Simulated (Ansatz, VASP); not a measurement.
## Mn: VASP beside Ansatz

The input INCAR:

```
SYSTEM = Mn
PREC = Accurate
ENCUT = 600
EDIFF = 1E-7
ISMEAR = -1
SIGMA = 0.1
LREAL = .False.
LASPH = .True.
NELM = 80
ALGO = Normal
ISIF = 3
LWAVE = .False.
LCHARG = .False.
GGA = PE
IBRION = 2
NSW = 80
EDIFFG = -0.01
```

The input KPOINTS:

```
Automatic mesh
0
Gamma
  15 15 15
  0 0 0
```

Contents of POSCAR:

```
Mn
1.0
    0.0000000000      1.8043883278      1.8043883278
    1.8043883278      0.0000000000      1.8043883278
    1.8043883278      1.8043883278      0.0000000000
Mn
1
Direct
    0.0000000000      0.0000000000      0.0000000000
```

Input for Ansatz:

```yaml
crystal:
  lattice:
    - [0.0, 1.8043883278, 1.8043883278]
    - [1.8043883278, 0.0, 1.8043883278]
    - [1.8043883278, 1.8043883278, 0.0]
  atoms:
    - { symbol: Mn, position: [0.0, 0.0, 0.0] }
hamiltonian:
  xc: pbe
  pseudopotentials:
    kind: paw
    azcp:
      Mn: "pseudopotentials/Mn.paw.azcp"
basis:
  ecutwfc: 420
  fft_grid_basis: typed
kpoints:
  mp_grid: { grid: [15, 15, 15], shift: [0, 0, 0] }
magnetization:
  spin_polarized: false
scf:
  occupations: { method: fermi_dirac, width: 0.1 }
relax:
  max_steps: 60
  f_tol: 0.01
  cell: {}
```

Alike in both runs: task relaxation of cell and atoms; functional PBE; k mesh 15 × 15 × 15; occupations fermi-dirac, width 0.1 eV; no spin polarisation.

```csv
,VASP,Ansatz
version,VASP 6.6.1,Ansatz 0.2.0
potentials or method,"VASP PAW PBE potentials, release 64 (Mn_pv), cutoff 600 eV","plane waves (420 eV) with PAW, scalar-relativistic"
valence electrons in the cell,13,15
```

|  | VASP | Ansatz | Ansatz less VASP |
| --- | --- | --- | --- |
| relaxed volume (Å³/atom) | 10.75 | 10.75 | +0.009 |
| relaxed cell length with the largest relative difference (Å) | 2.477 | 2.478 | +0.0007 |

VASP's potentials hold 13 valence electrons a cell and Ansatz's 15, so a difference there can come from the potentials and not from the codes.
